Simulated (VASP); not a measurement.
# Au (Fm-3m) in VASP: notebook

The runs below take Au through electric field gradients, with LDA.

Program: VASP 6.6.1. These are calculated values, not measurements. Logs are shortened: lines on timing, memory, paths and dates and some standing lists are left out, and cuts for length are marked.

## 1. The cell of the first run

It takes space group Fm-3m (No. 225, cubic). Conventional cell: a = 4.143 Å, b = 4.143 Å, c = 4.143 Å, α = 90.00°, β = 90.00°, γ = 90.00°. Within 3.9 Å of Au (site symmetry m-3m) lie 12 Au at 2.93 Å.

## 2. Electric field gradients, LDA (volume scaled by 0.98)

Input file INCAR:

```
SYSTEM = Au
PREC = Accurate
ENCUT = 520
EDIFF = 1E-8
ISMEAR = -1
SIGMA = 0.03
LREAL = .FALSE.
LASPH = .TRUE.
NELM = 60
ALGO = Normal
ISIF = 2
LWAVE = .FALSE.
LCHARG = .FALSE.
GGA = CA
LEFG = .TRUE.
NBANDS = 12
```

Input file KPOINTS:

```
regular mesh
0
G
  15 15 15
  0 0 0
```

Input file POSCAR:

```
Au
1.0
    0.0000000000      2.0716462314      2.0716462314
    2.0716462314      0.0000000000      2.0716462314
    2.0716462314      2.0716462314      0.0000000000
Au
1
Direct
    0.0000000000      0.0000000000      0.0000000000
```

Potentials or basis: VASP PAW LDA potentials, release 64 (Au).

On the command line:

```
$ cat potpaw_LDA.64/Au/POTCAR > POTCAR
$ mpirun -np 1 vasp_std > vasp.out
```

OUTCAR:

```text
SYSTEM = Au
   PREC = Accurate
   ENCUT = 520
   EDIFF = 1E-8
   ISMEAR = -1
   LREAL = .FALSE.
   LASPH = .TRUE.
   NELM = 60
   ISIF = 2
   GGA = CA

 ion  position               nearest neighbor table
   1  0.000  0.000  0.000-

  LATTYP: Found a face centered cubic cell.
 ALAT       =     4.1432924628

  Lattice vectors:

 A1 = (   0.0000000000,   2.0716462314,   2.0716462314)
 A2 = (   2.0716462314,   0.0000000000,   2.0716462314)
 A3 = (   2.0716462314,   2.0716462314,   0.0000000000)

Analysis of symmetry for initial positions (statically):
=====================================================================
 Subroutine PRICEL returns:
 Original cell was already a primitive cell.

 Routine SETGRP: Setting up the symmetry group for a
 face centered cubic supercell.

 Subroutine GETGRP returns: Found 48 space group operations
 (whereof 48 operations were pure point group operations)
 out of a pool of 48 trial point group operations.

The static configuration has the point symmetry O_h .

Analysis of symmetry for dynamics (positions and initial velocities):
=====================================================================
 Subroutine PRICEL returns:
 Original cell was already a primitive cell.

 Routine SETGRP: Setting up the symmetry group for a
 face centered cubic supercell.

 Subroutine GETGRP returns: Found 48 space group operations
 (whereof 48 operations were pure point group operations)
 out of a pool of 48 trial point group operations.

The dynamic configuration has the point symmetry O_h .

 Subroutine INISYM returns: Found 48 space group operations
 (whereof 48 operations are pure point group operations),
 and found     1 'primitive' translations

----------------------------------------------------------------------------------------

                                     Primitive cell

  volume of cell :      17.7818

  direct lattice vectors                    reciprocal lattice vectors
     0.000000000  2.071646231  2.071646231    -0.241353950  0.241353950  0.241353950
     2.071646231  0.000000000  2.071646231     0.241353950 -0.241353950  0.241353950
     2.071646231  2.071646231  0.000000000     0.241353950  0.241353950 -0.241353950

  length of vectors
     2.929750197  2.929750197  2.929750197     0.418037303  0.418037303  0.418037303

  position of ions in fractional coordinates (direct lattice)
     0.000000000  0.000000000  0.000000000

  ion indices of the primitive-cell ions
   primitive index   ion index
                 1           1

----------------------------------------------------------------------------------------

 KPOINTS: regular mesh

Automatic generation of k-mesh.
 Grid dimensions read from file:
 generate k-points for:   15   15   15

 Generating k-lattice:

  Cartesian coordinates                     Fractional coordinates (reciprocal lattice)
    -0.016090263  0.016090263  0.016090263     0.066666667  0.000000000  0.000000000
     0.016090263 -0.016090263  0.016090263     0.000000000  0.066666667  0.000000000
     0.016090263  0.016090263 -0.016090263     0.000000000  0.000000000  0.066666667

  Length of vectors
     0.027869154  0.027869154  0.027869154

  Shift w.r.t. Gamma in fractional coordinates (k-lattice)
     0.000000000  0.000000000  0.000000000

 Subroutine IBZKPT returns following result:
 ===========================================

 Found    120 irreducible k-points:

 Following reciprocal coordinates:
            Coordinates               Weight
  0.000000  0.000000  0.000000      1.000000
  0.066667  0.000000  0.000000      8.000000
  0.133333  0.000000  0.000000      8.000000
  0.200000  0.000000  0.000000      8.000000
  0.266667  0.000000  0.000000      8.000000
  0.333333  0.000000  0.000000      8.000000
[... 16 lines left out ...]
  0.133333  0.133333  0.000000      6.000000
  0.200000  0.133333  0.000000     24.000000
 [... further k-points ...]
   k-points           NKPTS =    120   k-points in BZ     NKDIM =    120   number of bands    NBANDS=     12
   number of dos      NEDOS =    301   number of ions     NIONS =      1
   total plane-waves  NPLWV =  13824
   dimension x,y,z NGX =    24 NGY =   24 NGZ =   24
   dimension x,y,z NGXF=    48 NGYF=   48 NGZF=   48
   ions per type =               1
   NGX,Y,Z   is equivalent  to a cutoff of  13.62, 13.62, 13.62 a.u.
   NGXF,Y,Z  is equivalent  to a cutoff of  27.24, 27.24, 27.24 a.u.
 SYSTEM =  Au
   PREC   = accura    normal or accurate (medium, high low for compatibility)
   ISTART =      0    job   : 0-new  1-cont  2-samecut
   ICHARG =      2    charge: 1-file 2-atom 10-const
   ISPIN  =      1    spin polarized calculation?
   LNONCOLLINEAR =      F non collinear calculations
   LSORBIT =      F    spin-orbit coupling
   LASPH  =      T    aspherical Exc in radial PAW
   ENCUT  =  520.0 eV  38.22 Ry    6.18 a.u.   5.45  5.45  5.45*2*pi/ulx,y,z
   NELM   =     60;   NELMIN=  2; NELMDL= -5     # of ELM steps
   EDIFF  = 0.1E-07   stopping-criterion for ELM
   LREAL  =      F    real-space projection
   EDIFFG = 0.1E-06   stopping-criterion for IOM
   NSW    =      0    number of steps for IOM
   IBRION =     -1    ionic relax: 0-MD 1-quasi-New 2-CG
   NFREE  =      0    steps in history (QN), initial steepest desc. (CG)
   ISIF   =      2    stress and relaxation
   ISYM   =      2    0-nonsym 1-usesym 2-fastsym
   POTIM  = 0.5000    time-step for ionic-motion
   TEBEG  =    0.0;   TEEND  =   0.0 temperature during run
   PSTRESS=    0.0 pullay stress
   NELECT =      11.0000    total number of electrons
   NUPDOWN=      -1.0000    fix difference up-down
   EMIN   =  10.00;   EMAX   =-10.00  energy-range for DOS
   EFERMI =   0.00;   METHOD = LEGACY
   ISMEAR =    -1;   SIGMA  =   0.03  broadening in eV -4-tet -1-fermi 0-gaus
   EFERMI_NEDOS =   21; number of points for ismear=-14 and -15
   IALGO  =     38    algorithm
   IMIX   =      4    mixing-type and parameters
     AMIX     =   0.40;   BMIX     =  1.00
     AMIX_MAG =   1.60;   BMIX_MAG =  1.00
  volume/ion in A,a.u.               =      17.78       120.00
  Fermi-wavevector in a.u.,A,eV,Ry     =   1.394912  2.636001 26.473936  1.945779
  Thomas-Fermi vector in A             =   2.518415
   LORBIT       =      0    0 simple, 1 ext, 2 COOP (PROOUT), +10 PAW based schemes
   GGA     = CA    functional components
   LHFCALC =     F    Hartree Fock is set to
   AEXX    =    0.0000 exact exchange contribution
   IVDW    =     0    specifies the selected vdW correction
   LEPSILON=     F    determine dielectric tensor
   LRPA    =     F    only Hartree local field effects (RPA)
 non-spin polarized calculation
  energy-cutoff  :      520.00
  volume of cell :       17.78
 maximum number of plane-waves:       531
 NGX is ok and might be reduce to    24
   NGX = 11   NGY = 11   NGZ = 11

 number of electron      11.0000002 magnetization

 Free energy of the ion-electron system (eV)
  ---------------------------------------------------
  ext. energy  EPLUGINS =         0.00000000
  ---------------------------------------------------
  free energy    TOTEN  =        -4.40363880 eV

  energy without entropy =       -4.40209624  energy(sigma->0) =       -4.40286752

 E-fermi :   8.7275     XC(G=0): -12.7389

 val. band max:        8.7199398564   @ k =  -0.2667   0.2667   0.0000
 cond. band min:       8.7530155173   @ k =  -0.3333   0.2000   0.0000
 fundamental gap:      0.0330756609
 Fermi energy:         8.7274548177

 k-point     1 :       0.0000    0.0000    0.0000
  band No.  band energies     occupation
      1      -0.8921      2.00000
      2       4.0924      2.00000
      3       4.0924      2.00000
      4       4.0924      2.00000
      5       5.5199      2.00000
      6       5.5199      2.00000
      7      23.1212      0.00000
      8      26.8264      0.00000
      9      26.8264      0.00000
     10      26.8264      0.00000
     11      31.7253      0.00000
     12      35.8401      0.00000

 k-point     2 :       0.0667    0.0000    0.0000
  band No.  band energies     occupation
      1      -0.7429      2.00000
      2       4.0462      2.00000
      3       4.1427      2.00000
      4       4.1427      2.00000
      5       5.4982      2.00000
      6       5.4982      2.00000
      7      23.2852      0.00000
      8      25.8619      0.00000
      9      26.9922      0.00000
     10      26.9922      0.00000
     11      32.3916      0.00000
     12      34.3211      0.00000
[... 316 lines left out ...]
 k-point    24 :       0.2000    0.1333    0.0000
  band No.  band energies     occupation
      1       0.3785      2.00000
      2       3.5599      2.00000
      3       4.5621      2.00000
      4       4.6071      2.00000
      5       5.0692      2.00000
      6       5.7817      2.00000
      7      23.3138      0.00000
      8      24.5094      0.00000
      9      25.3667      0.00000
     10      26.5261      0.00000
     11      29.5738      0.00000
     12      32.7005      0.00000

 [... further k-points ...]
[... 5 lines left out ...]
  --------------------------------------------------------------------------------------
  -------------------------------------------------------------------------------------
  Total       -1.2008715     -1.2008715     -1.2008715     -0.0000000      0.0000000     -0.0000000
  in kB     -108.2007671   -108.2007671   -108.2007671     -0.0000000      0.0000000     -0.0000000
  external PRESSURE =    -108.2007671 kB  Pullay stress =       0.0000000 kB

 VOLUME and BASIS-vectors are now :
 -----------------------------------------------------------------------------
  energy-cutoff  :      520.00
  volume of cell :       17.78
      direct lattice vectors                 reciprocal lattice vectors
     0.000000000  2.071646231  2.071646231    -0.241353950  0.241353950  0.241353950
     2.071646231  0.000000000  2.071646231     0.241353950 -0.241353950  0.241353950
     2.071646231  2.071646231  0.000000000     0.241353950  0.241353950 -0.241353950

 POSITION                                       TOTAL-FORCE (eV/Angst)
 -----------------------------------------------------------------------------------
      0.00000      0.00000      0.00000         0.000000      0.000000     -0.000000
 -----------------------------------------------------------------------------------
    total drift:                                0.000000     -0.000000     -0.000000

  FREE ENERGIE OF THE ION-ELECTRON SYSTEM (eV)
  ---------------------------------------------------
  free  energy   TOTEN  =        -4.4036387961 eV

  energy  without entropy=       -4.4020962364  energy(sigma->0) =       -4.40286752

 Electric field gradients (V/A^2)
---------------------------------------------------------------------
 ion       V_xx      V_yy      V_zz      V_xy      V_xz      V_yz
---------------------------------------------------------------------
   1      -0.000    -0.000    -0.000    -0.000    -0.000    -0.000
---------------------------------------------------------------------

 Electric field gradients after diagonalization (V/A^2)
 (convention: |V_zz| > |V_xx| > |V_yy|)
----------------------------------------------------------------------
 ion       V_xx      V_yy      V_zz     asymmetry (V_yy - V_xx)/ V_zz
----------------------------------------------------------------------
   1       0.000     0.000    -0.000       0.000
----------------------------------------------------------------------

           NMR quadrupolar parameters

 Cq : quadrupolar parameter    Cq=e*Q*V_zz/h
 eta: asymmetry parameters     (V_yy - V_xx)/ V_zz
 Q  : nuclear electric quadrupole moment in mb (millibarn)
----------------------------------------------------------------------
 ion       Cq(MHz)       eta       Q (mb)
----------------------------------------------------------------------
   1      -0.000       0.000       1.000
----------------------------------------------------------------------
```

It took 6.5 s on 1 thread of Intel Xeon 6975P-C (Granite Rapids), shared host; peak memory 0.15 GiB.

What came out:

| Property | Result |
| --- | --- |
| Free energy | -4.4036 eV |
| Pressure | -10.8 GPa |

Caveat: the cell differs from its parent crystal (volume scaled by 0.98); without QUAD_EFG the Cq values of the log hold for a quadrupole moment of 1 mb, not for the nuclei; spin-orbit coupling is left out, which moves the levels of the heavy elements.

## 3. Electric field gradients, LDA

This run uses another cell than the first one, of 18.14 Å³/atom, 1.020 times its volume.

Input file INCAR:

```
SYSTEM = Au
PREC = Accurate
ENCUT = 520
EDIFF = 1E-8
ISMEAR = -1
SIGMA = 0.03
LREAL = .False.
LASPH = .True.
NELM = 80
ALGO = Normal
ISIF = 2
LWAVE = .False.
LCHARG = .False.
GGA = CA
LEFG = .True.
NBANDS = 12
```

Input file KPOINTS:

```
Automatic mesh
0
Gamma
  15 15 15
  0 0 0
```

Input file POSCAR:

```
Au
1.0
    0.0000000000      2.0856442657      2.0856442657
    2.0856442657      0.0000000000      2.0856442657
    2.0856442657      2.0856442657      0.0000000000
Au
1
Direct
    0.0000000000      0.0000000000      0.0000000000
```

Potentials or basis: VASP PAW LDA potentials, release 64 (Au).

On the command line:

```
$ cat potpaw_LDA.64/Au/POTCAR > POTCAR
$ mpirun -np 1 vasp_std > vasp.out
```

OUTCAR:

```text
SYSTEM = Au
   PREC = Accurate
   ENCUT = 520
   EDIFF = 1E-8
   ISMEAR = -1
   LREAL = .False.
   LASPH = .True.
   NELM = 80
   ISIF = 2
   GGA = CA

 ion  position               nearest neighbor table
   1  0.000  0.000  0.000-

  LATTYP: Found a face centered cubic cell.
 ALAT       =     4.1712885314

  Lattice vectors:

 A1 = (   0.0000000000,   2.0856442657,   2.0856442657)
 A2 = (   2.0856442657,   0.0000000000,   2.0856442657)
 A3 = (   2.0856442657,   2.0856442657,   0.0000000000)

[... 564 lines left out ...]
    total drift:                                0.000000      0.000000     -0.000000

  FREE ENERGIE OF THE ION-ELECTRON SYSTEM (eV)
  ---------------------------------------------------
  free  energy   TOTEN  =        -4.3765897845 eV

  energy  without entropy=       -4.3750886869  energy(sigma->0) =       -4.37583924

 Electric field gradients (V/A^2)
---------------------------------------------------------------------
 ion       V_xx      V_yy      V_zz      V_xy      V_xz      V_yz
---------------------------------------------------------------------
   1       0.000     0.000    -0.000    -0.000    -0.000    -0.000
---------------------------------------------------------------------

 Electric field gradients after diagonalization (V/A^2)
 (convention: |V_zz| > |V_xx| > |V_yy|)
----------------------------------------------------------------------
 ion       V_xx      V_yy      V_zz     asymmetry (V_yy - V_xx)/ V_zz
----------------------------------------------------------------------
   1       0.000     0.000    -0.001       0.000
----------------------------------------------------------------------

           NMR quadrupolar parameters

 Cq : quadrupolar parameter    Cq=e*Q*V_zz/h
 eta: asymmetry parameters     (V_yy - V_xx)/ V_zz
 Q  : nuclear electric quadrupole moment in mb (millibarn)
----------------------------------------------------------------------
 ion       Cq(MHz)       eta       Q (mb)
----------------------------------------------------------------------
   1      -0.000       0.000       1.000
----------------------------------------------------------------------
```

OSZICAR:

```text
N       E                     dE             d eps       ncg     rms          rms(c)
DAV:   1     0.481447263871E+02    0.48145E+02   -0.54887E+03  2976   0.810E+02
DAV:   2    -0.399716885287E+01   -0.52142E+02   -0.49174E+02  3360   0.185E+02
DAV:   3    -0.470402206343E+01   -0.70685E+00   -0.70615E+00  3472   0.208E+01
DAV:   4    -0.470647209453E+01   -0.24500E-02   -0.24499E-02  3452   0.141E+00
DAV:   5    -0.470649089091E+01   -0.18796E-04   -0.18795E-04  3516   0.118E-01    0.791E+00
DAV:   6    -0.439673487045E+01    0.30976E+00   -0.93180E-01  3120   0.750E+00    0.510E+00
DAV:   7    -0.437968313591E+01    0.17052E-01   -0.45559E-02  3420   0.164E+00    0.268E+00
DAV:   8    -0.437659158118E+01    0.30916E-02   -0.10493E-03  3332   0.319E-01    0.230E-01
DAV:   9    -0.437658962000E+01    0.19612E-05   -0.73077E-06  3420   0.211E-02    0.166E-02
DAV:  10    -0.437658978699E+01   -0.16698E-06   -0.10449E-06  3500   0.759E-03    0.220E-03
DAV:  11    -0.437658978448E+01    0.25046E-08   -0.29305E-08  3440   0.127E-03
   1 F= -.43765898E+01 E0= -.43758392E+01  d E =-.150110E-02
```

stdout:

```text
POSCAR found type information on POSCAR Au
 POSCAR found :  1 types and       1 ions
 scaLAPACK will be used
 LDA part: xc-table for (Slater(with rela. corr.)+CA(PZ))
 , standard interpolation
 POSCAR, INCAR and KPOINTS ok, starting setup
 FFT: planning ... GRIDC
 FFT: planning ... GRID_SOFT
 FFT: planning ... GRID
 WAVECAR not read
 entering main loop
ion   1
```

Run time: 6.6 s. Hardware: 1 thread of Intel Xeon 6975P-C (Granite Rapids), shared host; peak memory 0.14 GiB.

Results:

```yaml
Free_energy: -4.3766 eV
Pressure: -13.2 GPa
```

Levels at points of the mesh, in eV from the Fermi level:
| k point | band 3 | band 4 | band 5 | band 6 | band 7 | band 8 | band 9 | band 10 |
| --- | --- | --- | --- | --- | --- | --- | --- | --- |
| (0.00, 0.00, 0.00) | -4.52 | -4.52 | -3.14 | -3.14 | 14.43 | 18.01 | 18.01 | 18.01 |

Caveat: without QUAD_EFG the Cq values of the log hold for a quadrupole moment of 1 mb, not for the nuclei; spin-orbit coupling is left out, which moves the levels of the heavy elements.

(Continued in part 2 of 2.)
